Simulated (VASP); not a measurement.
# BeZn2TeS2 (P-4m2) in VASP: further runs

Runs on BeZn2TeS2. Level: PBE. Tasks: single point.

All numbers are computed with VASP 6.6.1; they aren't measurements. Logs are shortened: lines on timing, memory, paths and dates and some standing lists are left out, and cuts for length are marked.

**1. The cell of the first run**

The structure is tetragonal, space group P-4m2 (No. 115). Conventional cell: a = 4.465 Å, b = 4.465 Å, c = 6.302 Å, α = 90.00°, β = 90.00°, γ = 90.00°. Within 3.6 Å of Be (site symmetry -4m2) lie 4 S at 2.70 Å and 6 Zn at 3.15 to 3.16 Å. Zn (site symmetry -4m2) has 4 S at 2.70 Å and 2 Te at 3.15 Å and 4 Be at 3.16 Å within 3.6 Å. Within 3.6 Å of Zn (site symmetry -4m2) lie 4 S at 2.76 Å and 2 Be at 3.15 Å and 4 Te at 3.16 Å. Te (site symmetry -4m2) has 4 S at 2.76 Å and 6 Zn at 3.15 to 3.16 Å within 3.6 Å. S (site symmetry 2mm) has 2 Be at 2.70 Å and 4 Zn at 2.70 to 2.76 Å and 2 Te at 2.76 Å within 3.6 Å.

**2. Single point, PBE**

INCAR reads:

```
SYSTEM = BeZn2TeS2
  PREC = Accurate
  ENCUT = 520
  EDIFF = 1E-6
  ISMEAR = 0
  SIGMA = 0.1
  LREAL = .False.
  LASPH = .True.
  NELM = 60
  ALGO = Normal
  ISIF = 2
  LWAVE = .False.
  LCHARG = .False.
  GGA = PE
  NBANDS = 31
```

KPOINTS reads:

```
Automatic mesh
0
Gamma
  4 4 4
  0 0 0
```

POSCAR reads:

```
BeZn2TeS2
1.0
    4.4646611800      0.0000000000      0.0000000000
    0.0000000000      4.4646611800      0.0000000000
    0.0000000000      0.0000000000      6.3016325400
Be Zn Te S
1 2 1 2
Direct
    0.0000000000      0.0000000000      0.0000000000
    0.5000000000      0.5000000000      0.0000000000
    0.0000000000      0.0000000000      0.5000000000
    0.5000000000      0.5000000000      0.5000000000
    0.5000000000      0.0000000000      0.7581456300
    0.0000000000      0.5000000000      0.2418543700
```

Potentials or basis: VASP PAW PBE potentials, release 64 (Be, Zn, Te, S).

The run is started by

```bash
cat potpaw_PBE.64/Be/POTCAR potpaw_PBE.64/Zn/POTCAR potpaw_PBE.64/Te/POTCAR potpaw_PBE.64/S/POTCAR > POTCAR
mpirun -np 1 vasp_std > vasp.out
```

OUTCAR:

```text
SYSTEM = BeZn2TeS2
   PREC = Accurate
   ENCUT = 520
   EDIFF = 1E-6
   ISMEAR = 0
   LREAL = .False.
   LASPH = .True.
   NELM = 60
   ISIF = 2
   GGA = PE

 ion  position               nearest neighbor table
   1  0.000  0.000  0.000-
   2  0.500  0.500  0.000-   5 2.70   6 2.70   5 2.70   6 2.70   4 3.15   4 3.15
   3  0.000  0.000  0.500-   5 2.76   6 2.76   6 2.76   5 2.76   4 3.16   4 3.16   4 3.16   4 3.16

   4  0.500  0.500  0.500-   5 2.76   6 2.76   5 2.76   6 2.76   2 3.15   2 3.15   3 3.16   3 3.16
                             3 3.16   3 3.16
   5  0.500  0.000  0.758-   2 2.70   2 2.70   4 2.76   3 2.76   4 2.76   3 2.76
   6  0.000  0.500  0.242-   2 2.70   2 2.70   4 2.76   3 2.76   3 2.76   4 2.76

  LATTYP: Found a simple tetragonal cell.
 ALAT       =     4.4646611800
 C/A-ratio  =     1.4114469802

  Lattice vectors:

 A1 = (   4.4646611800,   0.0000000000,   0.0000000000)
 A2 = (   0.0000000000,   4.4646611800,   0.0000000000)
 A3 = (   0.0000000000,   0.0000000000,   6.3016325400)

Analysis of symmetry for initial positions (statically):
=====================================================================
 Subroutine PRICEL returns:
 Original cell was already a primitive cell.

 Routine SETGRP: Setting up the symmetry group for a
 simple tetragonal supercell.

 Subroutine GETGRP returns: Found  8 space group operations
 (whereof  8 operations were pure point group operations)
 out of a pool of 16 trial point group operations.

The static configuration has the point symmetry D_2d.

Analysis of symmetry for dynamics (positions and initial velocities):
=====================================================================
 Subroutine PRICEL returns:
 Original cell was already a primitive cell.

 Routine SETGRP: Setting up the symmetry group for a
 simple tetragonal supercell.

 Subroutine GETGRP returns: Found  8 space group operations
 (whereof  8 operations were pure point group operations)
 out of a pool of 16 trial point group operations.

The dynamic configuration has the point symmetry D_2d.

 Subroutine INISYM returns: Found  8 space group operations
 (whereof  8 operations are pure point group operations),
 and found     1 'primitive' translations

----------------------------------------------------------------------------------------

                                     Primitive cell

  volume of cell :     125.6117

  direct lattice vectors                    reciprocal lattice vectors
     4.464661180  0.000000000  0.000000000     0.223981162  0.000000000  0.000000000
     0.000000000  4.464661180  0.000000000     0.000000000  0.223981162  0.000000000
     0.000000000  0.000000000  6.301632540     0.000000000  0.000000000  0.158689037

  length of vectors
     4.464661180  4.464661180  6.301632540     0.223981162  0.223981162  0.158689037

  position of ions in fractional coordinates (direct lattice)
     0.000000000  0.000000000  0.000000000
     0.500000000  0.500000000  0.000000000
     0.000000000  0.000000000  0.500000000
     0.500000000  0.500000000  0.500000000
     0.500000000  0.000000000  0.758145630
     0.000000000  0.500000000  0.241854370

  ion indices of the primitive-cell ions
   primitive index   ion index
                 1           1
                 2           2
                 3           3
                 4           4
                 5           5
                 6           6

----------------------------------------------------------------------------------------

 KPOINTS: Automatic mesh

Automatic generation of k-mesh.
 Grid dimensions read from file:
 generate k-points for:    4    4    4

 Generating k-lattice:

  Cartesian coordinates                     Fractional coordinates (reciprocal lattice)
     0.055995291  0.000000000  0.000000000     0.250000000  0.000000000  0.000000000
     0.000000000  0.055995291  0.000000000     0.000000000  0.250000000  0.000000000
     0.000000000  0.000000000  0.039672259     0.000000000  0.000000000  0.250000000

  Length of vectors
     0.055995291  0.055995291  0.039672259

  Shift w.r.t. Gamma in fractional coordinates (k-lattice)
     0.000000000  0.000000000  0.000000000

 Subroutine IBZKPT returns following result:
 ===========================================

 Found     18 irreducible k-points:

 Following reciprocal coordinates:
            Coordinates               Weight
  0.000000  0.000000  0.000000      1.000000
  0.250000  0.000000  0.000000      4.000000
  0.500000  0.000000  0.000000      2.000000
  0.250000  0.250000  0.000000      4.000000
  0.500000  0.250000  0.000000      4.000000
  0.500000  0.500000  0.000000      1.000000
[... 10 lines left out ...]
  0.500000  0.250000  0.500000      4.000000
  0.500000  0.500000  0.500000      1.000000
   k-points           NKPTS =     18   k-points in BZ     NKDIM =     18   number of bands    NBANDS=     31
   number of dos      NEDOS =    301   number of ions     NIONS =      6
   total plane-waves  NPLWV =  62208
   dimension x,y,z NGX =    36 NGY =   36 NGZ =   48
   dimension x,y,z NGXF=    72 NGYF=   72 NGZF=   96
   ions per type =               1   2   1   2
   NGX,Y,Z   is equivalent  to a cutoff of  13.40, 13.40, 12.66 a.u.
   NGXF,Y,Z  is equivalent  to a cutoff of  26.81, 26.81, 25.33 a.u.
 SYSTEM =  BeZn2TeS2
   PREC   = accura    normal or accurate (medium, high low for compatibility)
   ISTART =      0    job   : 0-new  1-cont  2-samecut
   ICHARG =      2    charge: 1-file 2-atom 10-const
   ISPIN  =      1    spin polarized calculation?
   LNONCOLLINEAR =      F non collinear calculations
   LSORBIT =      F    spin-orbit coupling
   LASPH  =      T    aspherical Exc in radial PAW
   ENCUT  =  520.0 eV  38.22 Ry    6.18 a.u.   8.30  8.30 11.72*2*pi/ulx,y,z
   NELM   =     60;   NELMIN=  2; NELMDL= -5     # of ELM steps
   EDIFF  = 0.1E-05   stopping-criterion for ELM
   LREAL  =      F    real-space projection
   EDIFFG = 0.1E-04   stopping-criterion for IOM
   NSW    =      0    number of steps for IOM
   IBRION =     -1    ionic relax: 0-MD 1-quasi-New 2-CG
   NFREE  =      0    steps in history (QN), initial steepest desc. (CG)
   ISIF   =      2    stress and relaxation
   ISYM   =      2    0-nonsym 1-usesym 2-fastsym
   POTIM  = 0.5000    time-step for ionic-motion
   TEBEG  =    0.0;   TEEND  =   0.0 temperature during run
   PSTRESS=    0.0 pullay stress
   NELECT =      44.0000    total number of electrons
   NUPDOWN=      -1.0000    fix difference up-down
   EMIN   =  10.00;   EMAX   =-10.00  energy-range for DOS
   EFERMI =   0.00;   METHOD = LEGACY
   ISMEAR =     0;   SIGMA  =   0.10  broadening in eV -4-tet -1-fermi 0-gaus
   EFERMI_NEDOS =   21; number of points for ismear=-14 and -15
   IALGO  =     38    algorithm
   IMIX   =      4    mixing-type and parameters
     AMIX     =   0.40;   BMIX     =  1.00
     AMIX_MAG =   1.60;   BMIX_MAG =  1.00
  volume/ion in A,a.u.               =      20.94       141.28
  Fermi-wavevector in a.u.,A,eV,Ry     =   1.154026  2.180793 18.119921  1.331777
  Thomas-Fermi vector in A             =   2.290666
   LORBIT       =      0    0 simple, 1 ext, 2 COOP (PROOUT), +10 PAW based schemes
   GGA     = PE    functional components
   LHFCALC =     F    Hartree Fock is set to
   AEXX    =    0.0000 exact exchange contribution
   IVDW    =     0    specifies the selected vdW correction
   LEPSILON=     F    determine dielectric tensor
   LRPA    =     F    only Hartree local field effects (RPA)
 non-spin polarized calculation
 Gauss-broadening in eV      SIGMA  =   0.10
  energy-cutoff  :      520.00
  volume of cell :      125.61
 maximum number of plane-waves:      3416
 NGX is ok and might be reduce to    36
   NGX = 17   NGY = 17   NGZ = 23

 number of electron      44.0000033 magnetization

 Free energy of the ion-electron system (eV)
  ---------------------------------------------------
  ext. energy  EPLUGINS =         0.00000000
  ---------------------------------------------------
  free energy    TOTEN  =       -13.87629579 eV

  energy without entropy =      -13.86033695  energy(sigma->0) =      -13.86831637

 E-fermi :   4.6106     XC(G=0):  -9.6192

 val. band max:        4.5887505808   @ k =   0.2500   0.2500   0.5000
 cond. band min:       4.6185964976   @ k =   0.2500   0.2500   0.2500
 fundamental gap:      0.0298459169
 Fermi energy:         4.6105978311

 k-point     1 :       0.0000    0.0000    0.0000
  band No.  band energies     occupation
      1     -10.3422      2.00000
      2      -9.1362      2.00000
      3      -5.9302      2.00000
      4      -2.7700      2.00000
      5      -2.7700      2.00000
      6      -2.7614      2.00000
[... 23 lines left out ...]
     30      10.4114      0.00000
     31      10.4114      0.00000

 k-point     2 :       0.2500    0.0000    0.0000
  band No.  band energies     occupation
      1     -10.1034      2.00000
      2      -9.1509      2.00000
      3      -6.1535      2.00000
      4      -2.8213      2.00000
      5      -2.7673      2.00000
      6      -2.7576      2.00000
[... 23 lines left out ...]
     30       9.2317      0.00000
     31       9.4803      0.00000

 k-point     3 :       0.5000    0.0000    0.0000
  band No.  band energies     occupation
      1      -9.7392      2.00000
      2      -9.2711      2.00000
      3      -6.4527      2.00000
      4      -2.8387      2.00000
      5      -2.8072      2.00000
      6      -2.7332      2.00000
[... 23 lines left out ...]
     30       8.2160      0.00000
     31      10.0594      0.00000

 k-point     4 :       0.2500    0.2500    0.0000
  band No.  band energies     occupation
      1      -9.8633      2.00000
      2      -9.1304      2.00000
      3      -6.4560      2.00000
      4      -2.8338      2.00000
      5      -2.7424      2.00000
      6      -2.7331      2.00000
[... 23 lines left out ...]
     30      10.2009      0.00000
     31      10.2069      0.00000

 k-point     5 :       0.5000    0.2500    0.0000
  band No.  band energies     occupation
      1      -9.4874      2.00000
      2      -9.2037      2.00000
      3      -6.8314      2.00000
      4      -2.8137      2.00000
      5      -2.7256      2.00000
      6      -2.6976      2.00000
[... 23 lines left out ...]
     30      10.2761      0.00000
     31      10.9586      0.00000
[... 338 lines left out ...]
     30       9.7835      0.00000
     31       9.9671      0.00000

 k-point    16 :       0.2500    0.2500    0.5000
  band No.  band energies     occupation
      1      -9.7358      2.00000
      2      -9.2780      2.00000
      3      -6.4287      2.00000
      4      -2.8274      2.00000
      5      -2.7951      2.00000
      6      -2.7310      2.00000
[... 23 lines left out ...]
     30       8.5237      0.00000
     31      10.0706      0.00000

 k-point    17 :       0.5000    0.2500    0.5000
  band No.  band energies     occupation
      1      -9.4600      2.00000
      2      -9.1969      2.00000
      3      -6.8551      2.00000
      4      -2.8560      2.00000
      5      -2.7464      2.00000
      6      -2.7315      2.00000
[... 23 lines left out ...]
     30       9.9330      0.00000
     31       9.9441      0.00000

 k-point    18 :       0.5000    0.5000    0.5000
  band No.  band energies     occupation
      1      -9.1290      2.00000
      2      -9.1290      2.00000
      3      -7.2610      2.00000
      4      -2.8541      2.00000
      5      -2.7564      2.00000
      6      -2.6621      2.00000
[... 23 lines left out ...]
     30      10.1205      0.00000
     31      10.1206      0.00000

------------------------ aborting loop because EDIFF is reached ----------------------------------------

  FORCE on cell =-STRESS in cart. coord.  units (eV):
  Direction    XX          YY          ZZ          XY          YZ          ZX
  --------------------------------------------------------------------------------------
  -------------------------------------------------------------------------------------
  Total       -0.6243832     -0.6243832      1.6670862      0.0000000      0.0000000      0.0000000
  in kB       -7.9640085     -7.9640085     21.2636858      0.0000000      0.0000000      0.0000000
  external PRESSURE =       1.7785563 kB  Pullay stress =       0.0000000 kB

 VOLUME and BASIS-vectors are now :
 -----------------------------------------------------------------------------
  energy-cutoff  :      520.00
  volume of cell :      125.61
      direct lattice vectors                 reciprocal lattice vectors
     4.464661180  0.000000000  0.000000000     0.223981162  0.000000000  0.000000000
     0.000000000  4.464661180  0.000000000     0.000000000  0.223981162  0.000000000
     0.000000000  0.000000000  6.301632540     0.000000000  0.000000000  0.158689037

 POSITION                                       TOTAL-FORCE (eV/Angst)
 -----------------------------------------------------------------------------------
      0.00000      0.00000      0.00000         0.000000      0.000000      0.000000
      2.23233      2.23233      0.00000         0.000000     -0.000000      0.000000
      0.00000      0.00000      3.15082         0.000000      0.000000      0.000000
      2.23233      2.23233      3.15082        -0.000000      0.000000      0.000000
      2.23233      0.00000      4.77756         0.000000      0.000000      3.240965
      0.00000      2.23233      1.52408         0.000000      0.000000     -3.240965
 -----------------------------------------------------------------------------------
    total drift:                                0.000000      0.000000      0.000000

  FREE ENERGIE OF THE ION-ELECTRON SYSTEM (eV)
  ---------------------------------------------------
  free  energy   TOTEN  =       -13.8762957883 eV

  energy  without entropy=      -13.8603369499  energy(sigma->0) =      -13.86831637
```

It took 26 s on 1 thread of Intel Xeon 6975P-C (Granite Rapids), shared host; peak memory 0.27 GiB.

Results:

```
Free energy            : -13.8763 eV
Pressure               : 0.2 GPa
Largest force          : 3.241 eV/Å
Band gap on the k mesh : zero (band 22 reaches 4.95 eV, above the bottom of band 23 at 3.89 eV)
```

Forces on the atoms (eV/Å):
```
Be   0.000  0.000  0.000
Zn   0.000  0.000  0.000
Zn   0.000  0.000  0.000
Te   0.000  0.000  0.000
S    0.000  0.000  3.241
S    0.000  0.000 -3.241
```

Stress tensor (GPa, compression positive):
```
-0.80  0.00  0.00
 0.00 -0.80  0.00
 0.00  0.00  2.13
```

Caveat: spin-orbit coupling is left out, which moves the levels of the heavy elements; forces of over 1 eV/Å act on the atoms, so gaps and moduli don't describe the material at rest.

(Part 1 of 2 ends here.)
